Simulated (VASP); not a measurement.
Wanted: the native input for a VASP 6.6.1 run.

```
Task                   : single point
Functional             : LDA
Potentials or basis    : VASP PAW LDA potentials, release 64 (B, As)
Cutoff                 : 520 eV
k mesh                 : 15 × 15 × 15
Occupations            : fermi-dirac, width 0.03 eV
Spin                   : no spin polarisation
Dipole correction      : no
Further INCAR settings : ALGO = Normal; EDIFF = 1e-07; NBANDS = 11
```

The structure of BAs lies in POSCAR:

```
BAs
1.0
    0.0000000000      2.3397414207      2.3397414207
    2.3397414207      0.0000000000      2.3397414207
    2.3397414207      2.3397414207      0.0000000000
B As
1 1
Direct
    0.0000000000      0.0000000000      0.0000000000
    0.7500000000      0.7500000000      0.7500000000
```

These files were run (other wordings do the same):

INCAR

```
PREC = Accurate ; ENCUT = 520
EDIFF = 1E-7 ; ISMEAR = -1
SIGMA = 0.03 ; LREAL = F
LASPH = T ; NELM = 100
ALGO = Normal ; ISIF = 2
LWAVE = F ; LCHARG = T
LELF = T ; LVHAR = T
NBANDS = 11
```

KPOINTS

```
Automatic mesh
0
Gamma
  15 15 15
```

Potentials or basis: VASP PAW LDA potentials, release 64 (B, As).

Launch:

```bash
$ cat potpaw_LDA.64/B/POTCAR potpaw_LDA.64/As/POTCAR > POTCAR
$ mpirun -np 1 vasp_std > vasp.out
```

Results of the run:

* Pressure: 6.4 GPa
* Band gap on the k mesh: 1.07 eV (least direct gap 3.33 eV)

Caveat: the cell stands under pressure; an odd mesh through Γ misses points on the zone boundary, where band edges can lie.

Run time: 51 s on 1 thread of Intel Xeon 8259CL, on a shared host, peak memory 0.16 GiB.
